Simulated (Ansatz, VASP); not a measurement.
## One calculation of Cd, two programs

Contents of INCAR:

```
SYSTEM = Cd
PREC = Accurate
ENCUT = 520
EDIFF = 1E-6
ISMEAR = -1
SIGMA = 0.1
LREAL = .False.
LASPH = .True.
NELM = 60
ALGO = Normal
ISIF = 2
LWAVE = .False.
LCHARG = .False.
GGA = CA
NBANDS = 19
```

Contents of KPOINTS:

```
Automatic mesh
0
Gamma
  16 16 9
  0 0 0
```

File POSCAR:

```
Cd
1.0
    2.6449509083      0.0000000000      0.0000000000
   -1.3224754542      2.2905946783      0.0000000000
    0.0000000000      0.0000000000      4.2693262179
Cd
2
Direct
    0.3333333333      0.6666666667      0.2500000000
    0.6666666667      0.3333333333      0.7500000000
```

Input for Ansatz:

```yaml
crystal:
  lattice:
    - [2.6449509083, 0.0, 0.0]
    - [-1.3224754542, 2.2905946783, 0.0]
    - [0.0, 0.0, 4.2693262179]
  atoms:
    - { symbol: Cd, position: [0.3333333333, 0.6666666667, 0.25] }
    - { symbol: Cd, position: [0.6666666667, 0.3333333333, 0.75] }
kpoints:
  mp_grid: { grid: [16, 16, 9] }
scf:
  occupations: { method: fermi_dirac, width: 0.1 }
hamiltonian:
  xc: lda
  pseudopotentials: { kind: all_electron, lapw: { basis_error: 0.001 } }
output:
  forces: true
  stress: true
  eigenvalues: true
  populations: true
```

Change from the starting cell: volume scaled by 0.65, LAPW.

Alike in both runs: task single point; functional LDA; k mesh 16 × 16 × 9; occupations fermi-dirac, width 0.1 eV; no spin polarisation.

|  | VASP | Ansatz |
| --- | --- | --- |
| version | VASP 6.6.1 | Ansatz 0.2.0 |
| potentials or method | VASP PAW LDA potentials, release 64 (Cd), cutoff 520 eV | all-electron LAPW, scalar-relativistic |

```csv
,VASP,Ansatz,Ansatz less VASP
pressure (GPa),104.9,99.7,-5.23
"traceless stress, the component that is largest in VASP (GPa)",-0.27,-0.25,+0.021
```

LDA's correlation is that of Perdew and Zunger in VASP and of Perdew and Wang (1992) in Ansatz. Both programs put the cell under a high pressure, so it lies far from rest at this level. Ansatz ran all-electron here, and VASP with PAW potentials.

Noted on VASP's run: the cell as given lies far from equilibrium.
